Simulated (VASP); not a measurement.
Input of a VASP 6.6.1 run:

The input INCAR:

```
SYSTEM = ZnS
ALGO = Normal
EDIFF = 1E-6
ENCUT = 520
GGA = PS
ISIF = 2
ISMEAR = -1
LASPH = .True.
LCHARG = .False.
LREAL = .False.
LWAVE = .False.
NBANDS = 36
NELM = 60
PREC = Accurate
SIGMA = 0.2
```

The input KPOINTS:

```
k-points
0
Gamma
  6 6 6
  0 0 0
```

Contents of POSCAR:

```
ZnS
1.0
    1.9363191202      1.1179348190      9.5153337547
   -1.9363191202      1.1179348190      9.5153337547
    0.0000000000     -2.2358686205      9.5153337547
Zn S
3 3
Direct
    0.9999710000      0.9999710000      0.9999710000
    0.2222690000      0.2222690000      0.2222690000
    0.4446130000      0.4446130000      0.4446130000
    0.0832670000      0.0832670000      0.0832670000
    0.5278420000      0.5278420000      0.5278420000
    0.3053630000      0.3053630000      0.3053630000
```

Potentials or basis: VASP PAW PBE potentials, release 64 (Zn, S).

The run is started by

```console
$ cat potpaw_PBE.64/Zn/POTCAR potpaw_PBE.64/S/POTCAR > POTCAR
$ mpirun -np 1 vasp_std > vasp.out
```

Problem. What does it give for the largest force?

Solution. 0.019 eV/Å.

Problem. What does it give for the pressure?

Solution. -4.5 GPa.

Problem. Predict the band gap on the k mesh.

Solution. 1.83 eV.

Forces on the atoms (eV/Å):
```
Zn   0.000  0.000 -0.005
Zn   0.000  0.000 -0.007
Zn   0.000  0.000 -0.019
S    0.000  0.000  0.012
S    0.000  0.000  0.005
S    0.000  0.000  0.013
```

Caveat: the cell stands under tension; the PAW data sets were made with another functional, which shifts forces and pressure a little. A k mesh can miss the band edges.
